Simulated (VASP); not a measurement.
# Ta3B2N (P4/mmm) in VASP: further runs

The runs below take Ta3B2N through single point, with PBE.

All numbers are computed with VASP 6.6.1; they aren't measurements. Logs are shortened: lines on timing, memory, paths and dates and some standing lists are left out, and cuts for length are marked.

## 1. The cell of the first run

The structure is tetragonal, space group P4/mmm (No. 123). Conventional cell: a = 3.800 Å, b = 3.800 Å, c = 6.413 Å, α = 90.00°, β = 90.00°, γ = 90.00°. Ta (site symmetry 4mm) has 1 N at 1.46 Å and 1 B at 1.75 Å within 1.9 Å. Within 3.5 Å of Ta (site symmetry 4/mmm) lie 6 B at 2.69 to 3.21 Å and 8 Ta at 3.21 Å. Within 2.3 Å of B (site symmetry 4/mmm) lie 2 Ta at 1.75 Å. B (site symmetry 4/mmm) has 4 N at 2.69 Å and 10 Ta at 3.06 to 3.21 Å within 3.5 Å. Within 1.9 Å of N (site symmetry 4/mmm) lie 2 Ta at 1.46 Å.

## 2. Single point, PBE

Input file INCAR:

```
PREC = Accurate
ENCUT = 600
EDIFF = 1E-6
ISMEAR = 0
SIGMA = 0.1
LREAL = F
LASPH = T
NELM = 120
ALGO = Normal
ISIF = 2
LWAVE = F
LCHARG = F
GGA = PE
NBANDS = 34
GGA_COMPAT = F
```

Input file KPOINTS:

```
Automatic mesh
0
Gamma
  4 4 4
```

Input file POSCAR:

```
Ta3B2N
1.0
    3.7995980100      0.0000000000      0.0000000000
    0.0000000000      3.7995980100      0.0000000000
    0.0000000000      0.0000000000      6.4126786900
Ta B N
3 2 1
Direct
    0.0000000000      0.0000000000      0.2270120100
    0.0000000000      0.0000000000      0.7729879900
    0.5000000000      0.5000000000      0.5000000000
    0.0000000000      0.0000000000      0.5000000000
    0.5000000000      0.5000000000      0.0000000000
    0.0000000000      0.0000000000      0.0000000000
```

Potentials or basis: VASP PAW PBE potentials, release 64 (Ta_sv_GW, B, N).

On the command line:

```console
cat potpaw_PBE.64/Ta_sv_GW/POTCAR potpaw_PBE.64/B/POTCAR potpaw_PBE.64/N/POTCAR > POTCAR
mpirun -np 1 vasp_std > vasp.out
```

OUTCAR:

```text
PREC = Accurate
   ENCUT = 600
   EDIFF = 1E-6
   ISMEAR = 0
   LREAL = F
   LASPH = T
   NELM = 120
   ISIF = 2
   GGA = PE

 ion  position               nearest neighbor table
   1  0.000  0.000  0.227-   6 1.46   4 1.75   2 2.91   3 3.21   3 3.21   3 3.21   3 3.21
   2  0.000  0.000  0.773-   6 1.46   4 1.75   1 2.91   3 3.21   3 3.21   3 3.21   3 3.21
   3  0.500  0.500  0.500-   4 2.69   4 2.69   4 2.69   4 2.69   2 3.21   2 3.21   1 3.21   2 3.21
                             1 3.21   1 3.21   2 3.21   1 3.21
   4  0.000  0.000  0.500-   1 1.75   2 1.75   3 2.69   3 2.69   3 2.69   3 2.69
   5  0.500  0.500  0.000-
   6  0.000  0.000  0.000-   1 1.46   2 1.46

  LATTYP: Found a simple tetragonal cell.
 ALAT       =     3.7995980100
 C/A-ratio  =     1.6877255628

  Lattice vectors:

 A1 = (   3.7995980100,   0.0000000000,   0.0000000000)
 A2 = (   0.0000000000,   3.7995980100,   0.0000000000)
 A3 = (   0.0000000000,   0.0000000000,   6.4126786900)

Analysis of symmetry for initial positions (statically):
=====================================================================
 Subroutine PRICEL returns:
 Original cell was already a primitive cell.

 Routine SETGRP: Setting up the symmetry group for a
 simple tetragonal supercell.

 Subroutine GETGRP returns: Found 16 space group operations
 (whereof 16 operations were pure point group operations)
 out of a pool of 16 trial point group operations.

The static configuration has the point symmetry D_4h.

Analysis of symmetry for dynamics (positions and initial velocities):
=====================================================================
 Subroutine PRICEL returns:
 Original cell was already a primitive cell.

 Routine SETGRP: Setting up the symmetry group for a
 simple tetragonal supercell.

 Subroutine GETGRP returns: Found 16 space group operations
 (whereof 16 operations were pure point group operations)
 out of a pool of 16 trial point group operations.

The dynamic configuration has the point symmetry D_4h.

 Subroutine INISYM returns: Found 16 space group operations
 (whereof 16 operations are pure point group operations),
 and found     1 'primitive' translations

----------------------------------------------------------------------------------------

                                     Primitive cell

  volume of cell :      92.5795

  direct lattice vectors                    reciprocal lattice vectors
     3.799598010  0.000000000  0.000000000     0.263185736  0.000000000  0.000000000
     0.000000000  3.799598010  0.000000000     0.000000000  0.263185736  0.000000000
     0.000000000  0.000000000  6.412678690     0.000000000  0.000000000  0.155941074

  length of vectors
     3.799598010  3.799598010  6.412678690     0.263185736  0.263185736  0.155941074

  position of ions in fractional coordinates (direct lattice)
     0.000000000  0.000000000  0.227012010
     0.000000000  0.000000000  0.772987990
     0.500000000  0.500000000  0.500000000
     0.000000000  0.000000000  0.500000000
     0.500000000  0.500000000  0.000000000
     0.000000000  0.000000000  0.000000000

  ion indices of the primitive-cell ions
   primitive index   ion index
                 1           1
                 2           2
                 3           3
                 4           4
                 5           5
                 6           6

----------------------------------------------------------------------------------------

 KPOINTS: Automatic mesh

Automatic generation of k-mesh.
 Grid dimensions read from file:
 generate k-points for:    4    4    4

 Generating k-lattice:

  Cartesian coordinates                     Fractional coordinates (reciprocal lattice)
     0.065796434  0.000000000  0.000000000     0.250000000  0.000000000  0.000000000
     0.000000000  0.065796434  0.000000000     0.000000000  0.250000000  0.000000000
     0.000000000  0.000000000  0.038985268     0.000000000  0.000000000  0.250000000

  Length of vectors
     0.065796434  0.065796434  0.038985268

  Shift w.r.t. Gamma in fractional coordinates (k-lattice)
     0.000000000  0.000000000  0.000000000

 Subroutine IBZKPT returns following result:
 ===========================================

 Found     18 irreducible k-points:

 Following reciprocal coordinates:
            Coordinates               Weight
  0.000000  0.000000  0.000000      1.000000
  0.250000  0.000000  0.000000      4.000000
  0.500000  0.000000  0.000000      2.000000
  0.250000  0.250000  0.000000      4.000000
  0.500000  0.250000  0.000000      4.000000
  0.500000  0.500000  0.000000      1.000000
[... 10 lines left out ...]
  0.500000  0.250000  0.500000      4.000000
  0.500000  0.500000  0.500000      1.000000
   k-points           NKPTS =     18   k-points in BZ     NKDIM =     18   number of bands    NBANDS=     34
   number of dos      NEDOS =    301   number of ions     NIONS =      6
   total plane-waves  NPLWV =  48600
   dimension x,y,z NGX =    30 NGY =   30 NGZ =   54
   dimension x,y,z NGXF=    60 NGYF=   60 NGZF=  108
   ions per type =               3   2   1
   NGX,Y,Z   is equivalent  to a cutoff of  13.13, 13.13, 14.00 a.u.
   NGXF,Y,Z  is equivalent  to a cutoff of  26.25, 26.25, 28.00 a.u.
 SYSTEM =  unknown system
   PREC   = accura    normal or accurate (medium, high low for compatibility)
   ISTART =      0    job   : 0-new  1-cont  2-samecut
   ICHARG =      2    charge: 1-file 2-atom 10-const
   ISPIN  =      1    spin polarized calculation?
   LNONCOLLINEAR =      F non collinear calculations
   LSORBIT =      F    spin-orbit coupling
   LASPH  =      T    aspherical Exc in radial PAW
   ENCUT  =  600.0 eV  44.10 Ry    6.64 a.u.   7.59  7.59 12.81*2*pi/ulx,y,z
   NELM   =    120;   NELMIN=  2; NELMDL= -5     # of ELM steps
   EDIFF  = 0.1E-05   stopping-criterion for ELM
   LREAL  =      F    real-space projection
   EDIFFG = 0.1E-04   stopping-criterion for IOM
   NSW    =      0    number of steps for IOM
   IBRION =     -1    ionic relax: 0-MD 1-quasi-New 2-CG
   NFREE  =      0    steps in history (QN), initial steepest desc. (CG)
   ISIF   =      2    stress and relaxation
   ISYM   =      2    0-nonsym 1-usesym 2-fastsym
   POTIM  = 0.5000    time-step for ionic-motion
   TEBEG  =    0.0;   TEEND  =   0.0 temperature during run
   PSTRESS=    0.0 pullay stress
   NELECT =      50.0000    total number of electrons
   NUPDOWN=      -1.0000    fix difference up-down
   EMIN   =  10.00;   EMAX   =-10.00  energy-range for DOS
   EFERMI =   0.00;   METHOD = LEGACY
   ISMEAR =     0;   SIGMA  =   0.10  broadening in eV -4-tet -1-fermi 0-gaus
   EFERMI_NEDOS =   21; number of points for ismear=-14 and -15
   IALGO  =     38    algorithm
   IMIX   =      4    mixing-type and parameters
     AMIX     =   0.40;   BMIX     =  1.00
     AMIX_MAG =   1.60;   BMIX_MAG =  1.00
  volume/ion in A,a.u.               =      15.43       104.13
  Fermi-wavevector in a.u.,A,eV,Ry     =   1.333194  2.519371 24.183068  1.777405
  Thomas-Fermi vector in A             =   2.462071
   LORBIT       =      0    0 simple, 1 ext, 2 COOP (PROOUT), +10 PAW based schemes
   GGA     = PE    functional components
   LHFCALC =     F    Hartree Fock is set to
   AEXX    =    0.0000 exact exchange contribution
   IVDW    =     0    specifies the selected vdW correction
   LEPSILON=     F    determine dielectric tensor
   LRPA    =     F    only Hartree local field effects (RPA)
 non-spin polarized calculation
 Gauss-broadening in eV      SIGMA  =   0.10
  energy-cutoff  :      600.00
  volume of cell :       92.58
 maximum number of plane-waves:      3122
   NGX = 15   NGY = 15   NGZ = 25

 number of electron      49.9999995 magnetization

 Free energy of the ion-electron system (eV)
  ---------------------------------------------------
  ext. energy  EPLUGINS =         0.00000000
  ---------------------------------------------------
  free energy    TOTEN  =       -42.35897601 eV

  energy without entropy =      -42.35260879  energy(sigma->0) =      -42.35579240

 E-fermi :   7.7556     XC(G=0): -11.4439

 val. band max:        7.6471913063   @ k =   0.0000   0.0000   0.0000
 cond. band min:       7.7896846053   @ k =   0.0000   0.0000   0.2500
 fundamental gap:      0.1424932990
 Fermi energy:         7.7555739466

 k-point     1 :       0.0000    0.0000    0.0000
  band No.  band energies     occupation
      1     -61.2054      2.00000
      2     -60.9742      2.00000
      3     -60.9599      2.00000
      4     -30.3042      2.00000
      5     -29.7860      2.00000
      6     -27.5658      2.00000
[... 26 lines left out ...]
     33       9.6261      0.00000
     34       9.6261      0.00000

 k-point     2 :       0.2500    0.0000    0.0000
  band No.  band energies     occupation
      1     -61.2046      2.00000
      2     -60.9744      2.00000
      3     -60.9596      2.00000
      4     -30.3045      2.00000
      5     -29.7837      2.00000
      6     -27.5692      2.00000
[... 26 lines left out ...]
     33      10.7618      0.00000
     34      11.0533      0.00000

 k-point     3 :       0.5000    0.0000    0.0000
  band No.  band energies     occupation
      1     -61.2037      2.00000
      2     -60.9744      2.00000
      3     -60.9593      2.00000
      4     -30.3049      2.00000
      5     -29.7814      2.00000
      6     -27.5713      2.00000
[... 26 lines left out ...]
     33      11.1992      0.00000
     34      11.2931      0.00000
[... 482 lines left out ...]
 k-point    17 :       0.5000    0.2500    0.5000
  band No.  band energies     occupation
      1     -61.2032      2.00000
      2     -60.9765      2.00000
      3     -60.9563      2.00000
      4     -30.3112      2.00000
      5     -29.7694      2.00000
      6     -27.5913      2.00000
[... 26 lines left out ...]
     33      10.8113      0.00000
     34      11.5098      0.00000

 k-point    18 :       0.5000    0.5000    0.5000
  band No.  band energies     occupation
      1     -61.2029      2.00000
      2     -60.9761      2.00000
      3     -60.9560      2.00000
      4     -30.3092      2.00000
      5     -29.7647      2.00000
      6     -27.6134      2.00000
[... 26 lines left out ...]
     33      10.2283      0.00000
     34      10.2345      0.00000

------------------------ aborting loop because EDIFF is reached ----------------------------------------

  FORCE on cell =-STRESS in cart. coord.  units (eV):
  Direction    XX          YY          ZZ          XY          YZ          ZX
  --------------------------------------------------------------------------------------
  -------------------------------------------------------------------------------------
  Total      -14.2219975    -14.2219975    124.3181961      0.0000000      0.0000000      0.0000000
  in kB     -246.1253791   -246.1253791   2151.4462423      0.0000000      0.0000000      0.0000000
  external PRESSURE =     553.0651614 kB  Pullay stress =       0.0000000 kB

 VOLUME and BASIS-vectors are now :
 -----------------------------------------------------------------------------
  energy-cutoff  :      600.00
  volume of cell :       92.58
      direct lattice vectors                 reciprocal lattice vectors
     3.799598010  0.000000000  0.000000000     0.263185736  0.000000000  0.000000000
     0.000000000  3.799598010  0.000000000     0.000000000  0.263185736  0.000000000
     0.000000000  0.000000000  6.412678690     0.000000000  0.000000000  0.155941074

 POSITION                                       TOTAL-FORCE (eV/Angst)
 -----------------------------------------------------------------------------------
      0.00000      0.00000      1.45576         0.000000      0.000000     23.162280
      0.00000      0.00000      4.95692        -0.000000      0.000000    -23.162280
      1.89980      1.89980      3.20634        -0.000000     -0.000000      0.000000
      0.00000      0.00000      3.20634        -0.000000     -0.000000      0.000000
      1.89980      1.89980      0.00000        -0.000000     -0.000000      0.000000
      0.00000      0.00000      0.00000        -0.000000     -0.000000      0.000000
 -----------------------------------------------------------------------------------
    total drift:                                0.000000      0.000000      0.000000

  FREE ENERGIE OF THE ION-ELECTRON SYSTEM (eV)
  ---------------------------------------------------
  free  energy   TOTEN  =       -42.3589760103 eV

  energy  without entropy=      -42.3526087927  energy(sigma->0) =      -42.35579240
```

Run time: 75 s. Hardware: 1 thread of Intel Xeon Platinum 8488C (Sapphire Rapids), shared host; peak memory 0.25 GiB.

What came out:

* Free energy: -42.3590 eV
* Pressure: 55.3 GPa
* Largest force: 23.162 eV/Å
* Band gap on the k mesh: zero (band 25 reaches 9.02 eV, above the bottom of band 26 at 7.24 eV)

Forces on the atoms (eV/Å):
```
Ta    0.000   0.000  23.162
Ta    0.000   0.000 -23.162
Ta    0.000   0.000   0.000
B     0.000   0.000   0.000
B     0.000   0.000   0.000
N     0.000   0.000   0.000
```

Stress tensor (GPa, compression positive):
```
-24.61   0.00   0.00
  0.00 -24.61   0.00
  0.00   0.00 215.14
```

Caveat: the k points lie up to 0.41 Å⁻¹ apart; spin-orbit coupling is left out, which moves the levels of the heavy elements; forces of over 1 eV/Å act on the atoms, so gaps and moduli don't describe the material at rest.

## 3. Single point, PBE

This run uses another cell than the first one, of 13.25 Å³/atom, 0.859 times its volume.

Input file INCAR:

```
PREC = Accurate ; ENCUT = 600
EDIFF = 1E-6 ; ISMEAR = 0
SIGMA = 0.1 ; LREAL = False
LASPH = True ; NELM = 120
ALGO = Normal ; ISIF = 2
LWAVE = False ; LCHARG = True
GGA = PE ; LELF = True
LVHAR = True ; NBANDS = 34
GGA_COMPAT = False
```

Input file KPOINTS:

```
Automatic mesh
0
Gamma
  6 6 2
```

Input file POSCAR:

```
Ta3B2N
1.0
    3.0202969268      0.0000000000      0.0000000000
    0.0000000000      3.0202969268      0.0000000000
    0.0000000000      0.0000000000      8.7135184732
Ta B N
3 2 1
Direct
    0.0000000000      0.0000000000      0.2252878269
    0.0000000000      0.0000000000      0.7747121731
    0.5000000000      0.5000000000      0.5000000000
    0.0000000000      0.0000000000      0.5000000000
    0.5000000000      0.5000000000      0.0000000000
    0.0000000000      0.0000000000      0.0000000000
```

Potentials or basis: VASP PAW PBE potentials, release 64 (Ta_sv_GW, B, N).

On the command line:

```console
cat potpaw_PBE.64/Ta_sv_GW/POTCAR potpaw_PBE.64/B/POTCAR potpaw_PBE.64/N/POTCAR > POTCAR
mpirun -np 1 vasp_std > vasp.out
```

Wall time 44 s (1 thread of Intel Xeon 6975P-C (Granite Rapids), shared host); peak memory 0.23 GiB.

It converged, with:

```yaml
Free_energy: -62.6356 eV
Pressure: 0.0 GPa
Largest_force: 0.051 eV/Å
Band_gap_on_the_k_mesh: zero (band 25 reaches 10.25 eV, above the bottom of band 26 at 8.46 eV)
```

Forces on the atoms (eV/Å):
```
Ta   0.000  0.000  0.051
Ta   0.000  0.000 -0.051
Ta   0.000  0.000  0.000
B    0.000  0.000  0.000
B    0.000  0.000  0.000
N    0.000  0.000  0.000
```

Stress tensor (GPa, compression positive):
```
-0.12  0.00  0.00
 0.00 -0.12  0.00
 0.00  0.00  0.33
```

Levels at points of the mesh, in eV from the Fermi level:
```
           k point  band 23  band 24  band 25  band 26  band 27  band 28
(0.00, 0.00, 0.00)    -1.74    -1.07     1.18     1.18     2.04     2.04
(0.50, 0.00, 0.00)    -1.58    -1.40    -0.74     0.93     1.26     1.97
(0.50, 0.50, 0.00)    -1.39    -1.39     0.23     1.67     1.67     3.15
(0.00, 0.00, 0.50)    -0.97    -0.21    -0.13     1.39     1.39     1.75
(0.50, 0.00, 0.50)    -2.10    -1.34    -0.99     0.72     1.69     1.92
(0.50, 0.50, 0.50)    -1.89    -0.91    -0.64     1.48     1.48     1.59
```

Caveat: the k points lie up to 0.36 Å⁻¹ apart; spin-orbit coupling is left out, which moves the levels of the heavy elements.

## 4. Single point, PBE

This run uses another cell than the first one, of 13.35 Å³/atom, 0.865 times its volume.

Input file INCAR:

```
SYSTEM = Ta3B2N
PREC = Accurate
ENCUT = 600
EDIFF = 1E-6
ISMEAR = 0
SIGMA = 0.1
LREAL = .False.
LASPH = .True.
NELM = 120
ALGO = Normal
ISIF = 2
LWAVE = .False.
LCHARG = .False.
GGA = PE
NBANDS = 34
GGA_COMPAT = .False.
```

Input file KPOINTS:

```
Automatic mesh
0
Gamma
  4 4 4
  0 0 0
```

Input file POSCAR:

```
Ta3B2N
1.0
    3.0425179269      0.0000000000      0.0000000000
    0.0000000000      3.0425179269      0.0000000000
    0.0000000000      0.0000000000      8.6507364843
Ta B N
3 2 1
Direct
    0.0000000000      0.0000000000      0.2259951693
    0.0000000000      0.0000000000      0.7740048307
    0.5000000000      0.5000000000      0.5000000000
    0.0000000000      0.0000000000      0.5000000000
    0.5000000000      0.5000000000      0.0000000000
    0.0000000000      0.0000000000      0.0000000000
```

On the command line:

```console
cat potpaw_PBE.64/Ta_sv_GW/POTCAR potpaw_PBE.64/B/POTCAR potpaw_PBE.64/N/POTCAR > POTCAR
mpirun -np 1 vasp_std > vasp.out
```

Run time: 57 s. Hardware: 1 thread of AMD EPYC 9R45 (Zen 5), shared host; peak memory 0.19 GiB.

It converged, with:

```yaml
Free_energy: -62.2966 eV
Pressure: -0.1 GPa
Largest_force: 0.029 eV/Å
Band_gap_on_the_k_mesh: zero (band 25 reaches 10.13 eV, above the bottom of band 26 at 9.07 eV)
```

Forces in eV/Å, atoms in the order of the input:
```
Ta   0.000  0.000  0.029
Ta   0.000  0.000 -0.029
Ta   0.000  0.000  0.000
B    0.000  0.000  0.000
B    0.000  0.000  0.000
N    0.000  0.000  0.000
```

Stress tensor (GPa, compression positive):
```
-0.19  0.00  0.00
 0.00 -0.19  0.00
 0.00  0.00  0.08
```

Levels at points of the mesh, in eV from the Fermi level:
| k point | band 21 | band 22 | band 23 | band 24 | band 25 | band 26 | band 27 | band 28 | band 29 | band 30 |
| --- | --- | --- | --- | --- | --- | --- | --- | --- | --- | --- |
| (0.00, 0.00, 0.00) | -2.50 | -2.31 | -1.96 | -1.25 | 0.89 | 0.89 | 1.69 | 1.69 | 2.02 | 2.97 |
| (0.50, 0.00, 0.00) | -2.77 | -2.75 | -1.74 | -1.57 | -0.94 | 0.67 | 0.93 | 1.79 | 2.38 | 2.41 |
| (0.50, 0.50, 0.00) | -2.62 | -1.71 | -1.71 | -1.62 | 0.09 | 1.50 | 1.50 | 3.05 | 3.29 | 3.29 |
| (0.00, 0.00, 0.50) | -2.85 | -2.08 | -1.15 | -0.36 | -0.20 | 1.06 | 1.06 | 1.47 | 1.47 | 2.97 |
| (0.50, 0.00, 0.50) | -2.67 | -2.43 | -2.32 | -1.50 | -1.18 | 0.42 | 1.39 | 1.75 | 2.61 | 2.95 |
| (0.50, 0.50, 0.50) | -2.19 | -2.17 | -2.17 | -1.09 | -0.78 | 1.28 | 1.28 | 1.45 | 4.07 | 4.07 |

Caveat: the k points lie up to 0.52 Å⁻¹ apart; spin-orbit coupling is left out, which moves the levels of the heavy elements.

## 5. The runs side by side

```csv
cell,k mesh,gap on the mesh (eV),pressure (GPa),largest force (eV/Å)
"a = 3.800, b = 3.800, c = 6.413 Å, 6 atoms",4 × 4 × 4,none,55.3,23.16
"a = 3.020, b = 3.020, c = 8.714 Å, 6 atoms",6 × 6 × 2,none,0.0,0.05
"a = 3.043, b = 3.043, c = 8.651 Å, 6 atoms",4 × 4 × 4,none,-0.1,0.03
```

Alike in all rows: task single point; level PBE; potentials or basis VASP PAW PBE potentials, release 64 (Ta_sv_GW, B, N); no spin polarisation; cutoff (eV) 600; smearing gaussian 0.1 eV.

Caveats: all runs use coarse meshes; spin-orbit coupling is left out, which moves the levels of the heavy elements; forces of over 1 eV/Å act on the atoms, so gaps and moduli don't describe the material at rest (some runs).

Total energies depend on the potentials used, so only differences within one code and one set of settings carry meaning.
